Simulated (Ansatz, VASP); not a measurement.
Mo: VASP beside Ansatz

```
Mo
1.0
     4.19568    0.00000    0.00000
    -2.09784    3.63356    0.00000
     0.00000    0.00000    4.92116
Mo
4
Direct
  0.00000 0.00000 0.25000
  0.00000 0.00000 0.75000
  0.33333 0.66667 0.75000
  0.66667 0.33333 0.25000
```

Alike in both runs: functional PBEsol; k mesh 6 × 6 × 2; occupations gaussian, width 0.1 eV; no spin polarisation.

Ansatz relaxed the structure, and its values are those at the end. VASP's run is a single point on that final structure, the one shown.

|  | VASP | Ansatz |
| --- | --- | --- |
| version | VASP 6.6.1 | Ansatz 0.2.0 |
| potentials or method | VASP PAW PBE potentials, release 64 (Mo_sv), cutoff 520 eV | scalar-relativistic, plane waves, PAW |
| valence electrons in the cell | 56 | 56 |

|  | VASP | Ansatz | Ansatz less VASP |
| --- | --- | --- | --- |
| gap on the k mesh at the Fermi level (eV) | none | none | - |
| pressure (GPa) | 0.6 | 0.0 | -0.64 |

VASP's potentials were made for PBE, not for PBEsol. A gap of «none» marks a metal or a gap that the smearing closes.

The k mesh is coarse, so the values compare programs but aren't converged.
